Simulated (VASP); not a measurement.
Input of a VASP 6.6.1 run:

The input INCAR:

```
SYSTEM = Ti
  PREC = Accurate
  ENCUT = 520
  EDIFF = 1E-6
  ISMEAR = 0
  SIGMA = 0.15
  LREAL = .FALSE.
  LASPH = .TRUE.
  NELM = 80
  ALGO = Fast
  ISIF = 2
  LWAVE = .FALSE.
  LCHARG = .FALSE.
  GGA = PS
  NBANDS = 12
```

The input KPOINTS:

```
regular mesh
0
G
  22 22 22
  0 0 0
```

The input POSCAR:

```
Ti
1.0
   -1.3370140423      1.3370140423      1.9426814035
    1.3370140423     -1.3370140423      1.9426814035
    1.3370140423      1.3370140423     -1.9426814035
Ti
1
Direct
    0.0000000000      0.0000000000      0.0000000000
```

Potentials or basis: VASP PAW PBE potentials, release 64 (Ti_sv).

Command:

```console
$ cat potpaw_PBE.64/Ti_sv/POTCAR > POTCAR
$ mpirun -np 1 vasp_std > vasp.out
```

(1) Estimate the band gap on the k mesh.

(2) Estimate the pressure.

## Answers

(1) zero (band 6 reaches 11.58 eV, above the bottom of band 7 at 10.02 eV).

(2) 27.7 GPa.

Caveat: the PAW data sets were made with another functional, which shifts forces and pressure a little.
